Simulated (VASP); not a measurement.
# Ta in VASP: single point with r2SCAN

Aim: the single point of Ta with r2SCAN.

Program: VASP 6.6.1. These are calculated values, not measurements. Logs are shortened: lines on timing, memory, paths and dates and some standing lists are left out, and cuts for length are marked.

### Step 1. The cell of the first run

The cell holds a slab with vacuum, 5 atoms: a = 2.862 Å, b = 2.862 Å, c = 24.347 Å, α = 90.00°, β = 90.00°, γ = 109.47°.

### Step 2. Single point, r2SCAN

Contents of POSCAR:

```
Ta
1.0
    2.8618444457      0.0000000000      0.0000000000
   -0.9539481486      2.6981728190      0.0000000000
    0.0000000000      0.0000000000     24.3467448203
Ta
5
Direct
    0.5000000000      0.5000000000      0.3080493945
    0.0000000000      0.0000000000      0.4040246973
    0.5000000000      0.5000000000      0.5000000000
    0.0000000000      0.0000000000      0.5959753027
    0.5000000000      0.5000000000      0.6919506055
```

Contents of INCAR.step1:

```
ALGO     = Normal         # electronic algorithm
DIPOL    = 0.5 0.5 0.500
EDIFF    = 1E-4           # SCF threshold, eV
ENCUT    = 520            # plane-wave cutoff, eV
GGA      = PE             # functional
IDIPOL   = 3            
ISMEAR   = 0              # smearing method
LASPH    = T              # aspherical terms in the spheres
LCHARG   = F              # write CHGCAR
LDIPOL   = T            
LREAL    = F              # projectors in reciprocal space
LWAVE    = T              # write WAVECAR
NBANDS   = 36             # bands
NELM     = 60             # most SCF steps
PREC     = Accurate       # precision mode
SIGMA    = 0.1            # smearing width, eV
```

Contents of INCAR.step2:

```
ALGO     = Normal         # electronic algorithm
DIPOL    = 0.5 0.5 0.500
EDIFF    = 1E-6           # SCF threshold, eV
ENCUT    = 520            # plane-wave cutoff, eV
IDIPOL   = 3            
ISIF     = 2              # what is computed and relaxed
ISMEAR   = 0              # smearing method
ISTART   = 1            
LASPH    = T              # aspherical terms in the spheres
LCHARG   = F              # write CHGCAR
LDIPOL   = T            
LMIXTAU  = T            
LREAL    = F              # projectors in reciprocal space
LWAVE    = F              # write WAVECAR
METAGGA  = R2SCAN         # meta-GGA
NBANDS   = 36             # bands
NELM     = 60             # most SCF steps
PREC     = Accurate       # precision mode
SIGMA    = 0.1            # smearing width, eV
```

Contents of KPOINTS:

```
k-points
0
Gamma
  13 13 1
```

Potentials or basis: VASP PAW PBE potentials, release 64 (Ta_pv).

On the command line:

```console
cat potpaw_PBE.64/Ta_pv/POTCAR > POTCAR
cp INCAR.step1 INCAR
mpirun -np 1 vasp_std > vasp.out
cp INCAR.step2 INCAR
mpirun -np 1 vasp_std > vasp.out
```

OUTCAR:

```text
EDIFF = 1E-6
   ENCUT = 520
   ISIF = 2
   ISMEAR = 0
   ISTART = 1
   LASPH = T
   LREAL = F
   METAGGA = R2SCAN
   NELM = 60
   PREC = Accurate

 ion  position               nearest neighbor table
   1  0.500  0.500  0.308-   2 2.86   2 2.86   2 3.30   2 3.30
   2  0.000  0.000  0.404-   3 2.86   3 2.86   1 2.86   1 2.86   3 3.30   3 3.30   1 3.30   1 3.30

   3  0.500  0.500  0.500-   2 2.86   4 2.86   2 2.86   4 2.86   2 3.30   4 3.30   2 3.30   4 3.30

   4  0.000  0.000  0.596-   3 2.86   3 2.86   5 2.86   5 2.86   3 3.30   3 3.30   5 3.30   5 3.30

   5  0.500  0.500  0.692-   4 2.86   4 2.86   4 3.30   4 3.30

  LATTYP: Found a base centered orthorhombic cell.
 ALAT       =     3.3045733222
 B/A-ratio  =     1.4142135624
 C/A-ratio  =     7.3675910463

  Lattice vectors:

 A1 = (   2.8618444457,   0.0000000000,   0.0000000000)
 A2 = (  -0.9539481486,   2.6981728190,   0.0000000000)
 A3 = (   0.0000000000,   0.0000000000,  24.3467448203)

Analysis of symmetry for initial positions (statically):
=====================================================================
 Subroutine PRICEL returns:
 Original cell was already a primitive cell.

 Routine SETGRP: Setting up the symmetry group for a
 base centered orthorhombic supercell.

 Subroutine GETGRP returns: Found  8 space group operations
 (whereof  8 operations were pure point group operations)
 out of a pool of  8 trial point group operations.

The static configuration has the point symmetry D_2h.

Analysis of symmetry for dynamics (positions and initial velocities):
=====================================================================
 Subroutine PRICEL returns:
 Original cell was already a primitive cell.

 Routine SETGRP: Setting up the symmetry group for a
 base centered orthorhombic supercell.

 Subroutine GETGRP returns: Found  8 space group operations
 (whereof  8 operations were pure point group operations)
 out of a pool of  8 trial point group operations.

The dynamic configuration has the point symmetry D_2h.

 Subroutine INISYM returns: Found  8 space group operations
 (whereof  8 operations are pure point group operations),
 and found     1 'primitive' translations

----------------------------------------------------------------------------------------

                                     Primitive cell

  volume of cell :     187.9995

  direct lattice vectors                    reciprocal lattice vectors
     2.861844446  0.000000000  0.000000000     0.349425002  0.123540394  0.000000000
    -0.953948149  2.698172819  0.000000000     0.000000000  0.370621182  0.000000000
     0.000000000  0.000000000 24.346744820     0.000000000  0.000000000  0.041073253

  length of vectors
     2.861844446  2.861844446 24.346744820     0.370621182  0.370621182  0.041073253

  position of ions in fractional coordinates (direct lattice)
     0.500000000  0.500000000  0.308049395
     0.000000000  0.000000000  0.404024697
     0.500000000  0.500000000  0.500000000
     0.000000000  0.000000000  0.595975303
     0.500000000  0.500000000  0.691950605

  ion indices of the primitive-cell ions
   primitive index   ion index
                 1           1
                 2           2
                 3           3
                 4           4
                 5           5

----------------------------------------------------------------------------------------

 KPOINTS: k-points

Automatic generation of k-mesh.
 Grid dimensions read from file:
 generate k-points for:   13   13    1

 Generating k-lattice:

  Cartesian coordinates                     Fractional coordinates (reciprocal lattice)
     0.026878846  0.009503107  0.000000000     0.076923077  0.000000000  0.000000000
     0.000000000  0.028509322  0.000000000     0.000000000  0.076923077  0.000000000
     0.000000000  0.000000000  0.041073253     0.000000000  0.000000000  1.000000000

  Length of vectors
     0.028509322  0.028509322  0.041073253

  Shift w.r.t. Gamma in fractional coordinates (k-lattice)
     0.000000000  0.000000000  0.000000000

 Subroutine IBZKPT returns following result:
 ===========================================

 Found     49 irreducible k-points:

 Following reciprocal coordinates:
            Coordinates               Weight
  0.000000  0.000000  0.000000      1.000000
  0.076923 -0.000000  0.000000      4.000000
  0.153846 -0.000000  0.000000      4.000000
  0.230769 -0.000000  0.000000      4.000000
  0.307692 -0.000000  0.000000      4.000000
  0.384615 -0.000000  0.000000      4.000000
[... 16 lines left out ...]
  0.384615  0.153846  0.000000      4.000000
  0.461538  0.153846  0.000000      4.000000
 [... further k-points ...]
   k-points           NKPTS =     49   k-points in BZ     NKDIM =     49   number of bands    NBANDS=     36
   number of dos      NEDOS =    301   number of ions     NIONS =      5
   total plane-waves  NPLWV = 110592
   dimension x,y,z NGX =    24 NGY =   24 NGZ =  192
   dimension x,y,z NGXF=    48 NGYF=   48 NGZF=  384
   ions per type =               5
   NGX,Y,Z   is equivalent  to a cutoff of  13.94, 13.94, 13.11 a.u.
   NGXF,Y,Z  is equivalent  to a cutoff of  27.88, 27.88, 26.22 a.u.
 SYSTEM =  unknown system
   PREC   = accura    normal or accurate (medium, high low for compatibility)
   ISTART =      1    job   : 0-new  1-cont  2-samecut
   ICHARG =      0    charge: 1-file 2-atom 10-const
   ISPIN  =      1    spin polarized calculation?
   LNONCOLLINEAR =      F non collinear calculations
   LSORBIT =      F    spin-orbit coupling
   LASPH  =      T    aspherical Exc in radial PAW
   ENCUT  =  520.0 eV  38.22 Ry    6.18 a.u.   5.32  5.32 45.27*2*pi/ulx,y,z
   NELM   =     60;   NELMIN=  2; NELMDL=  0     # of ELM steps
   EDIFF  = 0.1E-05   stopping-criterion for ELM
   LREAL  =      F    real-space projection
   EDIFFG = 0.1E-04   stopping-criterion for IOM
   NSW    =      0    number of steps for IOM
   IBRION =     -1    ionic relax: 0-MD 1-quasi-New 2-CG
   NFREE  =      0    steps in history (QN), initial steepest desc. (CG)
   ISIF   =      2    stress and relaxation
   ISYM   =      2    0-nonsym 1-usesym 2-fastsym
   POTIM  = 0.5000    time-step for ionic-motion
   TEBEG  =    0.0;   TEEND  =   0.0 temperature during run
   PSTRESS=    0.0 pullay stress
   NELECT =      55.0000    total number of electrons
   NUPDOWN=      -1.0000    fix difference up-down
   EMIN   =  10.00;   EMAX   =-10.00  energy-range for DOS
   EFERMI =   0.00;   METHOD = LEGACY
   ISMEAR =     0;   SIGMA  =   0.10  broadening in eV -4-tet -1-fermi 0-gaus
   EFERMI_NEDOS =   21; number of points for ismear=-14 and -15
   IALGO  =     38    algorithm
   IMIX   =      4    mixing-type and parameters
     AMIX     =   0.40;   BMIX     =  1.00
     AMIX_MAG =   1.60;   BMIX_MAG =  1.00
  volume/ion in A,a.u.               =      37.60       253.74
  Fermi-wavevector in a.u.,A,eV,Ry     =   1.086785  2.053725 16.069853  1.181101
  Thomas-Fermi vector in A             =   2.222929
   LORBIT       =      0    0 simple, 1 ext, 2 COOP (PROOUT), +10 PAW based schemes
   METAGGA = R2SCAN    functional components
   LHFCALC =     F    Hartree Fock is set to
   AEXX    =    0.0000 exact exchange contribution
   IVDW    =     0    specifies the selected vdW correction
   LEPSILON=     F    determine dielectric tensor
   LRPA    =     F    only Hartree local field effects (RPA)
 non-spin polarized calculation
 Gauss-broadening in eV      SIGMA  =   0.10
  energy-cutoff  :      520.00
  volume of cell :      188.00
 maximum number of plane-waves:      5102
 NGX is ok and might be reduce to    24
   NGX = 11   NGY = 11   NGZ = 91

 dipolmoment           0.000000      0.000000      0.000000 electrons x Angstroem

 number of electron      54.9999998 magnetization

 dipolmoment           0.000000      0.000000     -0.000000 electrons x Angstroem

 Free energy of the ion-electron system (eV)
  ---------------------------------------------------
  ext. energy  EPLUGINS =         0.00000000
  ---------------------------------------------------
  free energy    TOTEN  =      -240.40320279 eV

  energy without entropy =     -240.36816349  energy(sigma->0) =     -240.38568314

 E-fermi :   0.1698     XC(G=0):  -7.4284

 val. band max:        0.1683131237   @ k =   0.2308   0.0769   0.0000
 cond. band min:       0.1717471107   @ k =  -0.2308   0.0769   0.0000
 fundamental gap:      0.0034339870
 Fermi energy:         0.1698258178

 k-point     1 :       0.0000    0.0000    0.0000
  band No.  band energies     occupation
      1     -35.3969      2.00000
      2     -35.3411      2.00000
      3     -34.9616      2.00000
      4     -34.6736      2.00000
      5     -34.6713      2.00000
      6     -34.5746      2.00000
[... 28 lines left out ...]
     35       3.7483      0.00000
     36       3.7552      0.00000

 k-point     2 :       0.0769   -0.0000    0.0000
  band No.  band energies     occupation
      1     -35.3813      2.00000
      2     -35.3322      2.00000
      3     -34.9664      2.00000
      4     -34.7179      2.00000
      5     -34.6931      2.00000
      6     -34.5743      2.00000
[... 28 lines left out ...]
     35       3.5979      0.00000
     36       3.7946      0.00000

 k-point     3 :       0.1538   -0.0000    0.0000
  band No.  band energies     occupation
      1     -35.3388      2.00000
      2     -35.3088      2.00000
      3     -34.9906      2.00000
      4     -34.8413      2.00000
      5     -34.7768      2.00000
      6     -34.6101      2.00000
[... 28 lines left out ...]
     35       3.4672      0.00000
     36       3.6302      0.00000
[... 742 lines left out ...]
 k-point    23 :       0.3846    0.1538    0.0000
  band No.  band energies     occupation
      1     -35.3906      2.00000
      2     -35.3813      2.00000
      3     -35.2711      2.00000
      4     -35.2280      2.00000
      5     -35.0482      2.00000
      6     -34.9329      2.00000
[... 28 lines left out ...]
     35       4.3616      0.00000
     36       4.4268      0.00000

 k-point    24 :       0.4615    0.1538    0.0000
  band No.  band energies     occupation
      1     -35.4521      2.00000
      2     -35.4466      2.00000
      3     -35.2894      2.00000
      4     -35.2500      2.00000
      5     -35.0945      2.00000
      6     -34.9739      2.00000
[... 28 lines left out ...]
     35       4.2794      0.00000
     36       4.3387      0.00000

 [... further k-points ...]

------------------------ aborting loop because EDIFF is reached ----------------------------------------

 vacuum level on the upper side and lower side of the slab       (xc-potential included)         0.001         0.001

  FORCE on cell =-STRESS in cart. coord.  units (eV):
  Direction    XX          YY          ZZ          XY          YZ          ZX
  --------------------------------------------------------------------------------------
  -------------------------------------------------------------------------------------
  Total       -4.1961909     -4.0589398     -2.7435285      0.1941024      0.0000000      0.0000000
  in kB      -35.7609571    -34.5912699    -23.3810157      1.6541875      0.0000000      0.0000000
  external PRESSURE =     -31.2444142 kB  Pullay stress =       0.0000000 kB

 VOLUME and BASIS-vectors are now :
 -----------------------------------------------------------------------------
  energy-cutoff  :      520.00
  volume of cell :      188.00
      direct lattice vectors                 reciprocal lattice vectors
     2.861844446  0.000000000  0.000000000     0.349425002  0.123540394  0.000000000
    -0.953948149  2.698172819  0.000000000     0.000000000  0.370621182  0.000000000
     0.000000000  0.000000000 24.346744820     0.000000000  0.000000000  0.041073253

 POSITION                                       TOTAL-FORCE (eV/Angst)
 -----------------------------------------------------------------------------------
      0.95395      1.34909      7.50000        -0.000000     -0.000000      0.515538
      0.00000      0.00000      9.83669         0.000000      0.000000     -0.448880
      0.95395      1.34909     12.17337         0.000000      0.000000      0.000000
      0.00000      0.00000     14.51006         0.000000      0.000000      0.448880
      0.95395      1.34909     16.84674        -0.000000      0.000000     -0.515538
 -----------------------------------------------------------------------------------
    total drift:                               -0.000000      0.000000     -0.000000

  FREE ENERGIE OF THE ION-ELECTRON SYSTEM (eV)
  ---------------------------------------------------
  free  energy   TOTEN  =      -240.4032027932 eV

  energy  without entropy=     -240.3681634917  energy(sigma->0) =     -240.38568314

 vacuum level on the upper side and lower side of the slab         5.103         5.103
```

Wall time 44 min (1 thread of Intel Xeon Platinum 8259CL at 2.50GHz (Skylake/Cascade Lake), shared host); peak memory 0.5 GiB.

What came out:

| Quantity | Value |
| --- | --- |
| Free energy | -240.4032 eV |
| Largest force | 0.516 eV/Å |

Forces in eV/Å, atoms in the order of the input:
```
Ta   0.000  0.000  0.516
Ta   0.000  0.000 -0.449
Ta   0.000  0.000  0.000
Ta   0.000  0.000  0.449
Ta   0.000  0.000 -0.516
```

Caveat: the PAW data sets were made with another functional, which shifts forces and pressure a little; spin-orbit coupling is left out, which moves the levels of the heavy elements.
